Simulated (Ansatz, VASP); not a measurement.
**Be2BiSb2: VASP beside Ansatz**

```
Be Sb Bi
1.0
    -1.82689    4.60076    3.12226
     1.82689   -4.60076    3.12226
     1.82689    4.60076   -3.12226
Be Sb Bi
2 2 1
Direct
  0.66933 0.16933 0.50000
  0.33067 0.83067 0.50000
  0.67250 0.50000 0.17250
  0.32750 0.50000 0.82750
  0.00000 0.00000 0.00000
```

Alike in both runs: functional PBEsol; k mesh 6 × 6 × 6; occupations gaussian, width 0.1 eV; no spin polarisation.

Ansatz relaxed the structure, and its values are those at the end. VASP's run is a single point on that final structure, the one shown.

|  | VASP | Ansatz |
| --- | --- | --- |
| version | VASP 6.6.1 | Ansatz 0.2.0 |
| potentials or method | VASP PAW PBE potentials, release 64 (Be, Sb, Bi_d), cutoff 520 eV | scalar-relativistic, plane waves, PAW |
| valence electrons in the cell | 29 | 49 |

VASP gave:

- gap on the k mesh at the Fermi level (eV): none
- pressure (GPa): 0.2
- rms of the force components (eV/Å): 0.022

Q: Estimate Ansatz's values.

A: gap on the k mesh at the Fermi level (eV): none; pressure (GPa): 0.0; rms of the force components (eV/Å): 0.001.

VASP's potentials were made for PBE, not for PBEsol. A gap of «none» marks a metal or a gap that the smearing closes. VASP's potentials hold 29 valence electrons a cell and Ansatz's 49, so a difference there can come from the potentials and not from the codes.

Spin-orbit coupling is off throughout.
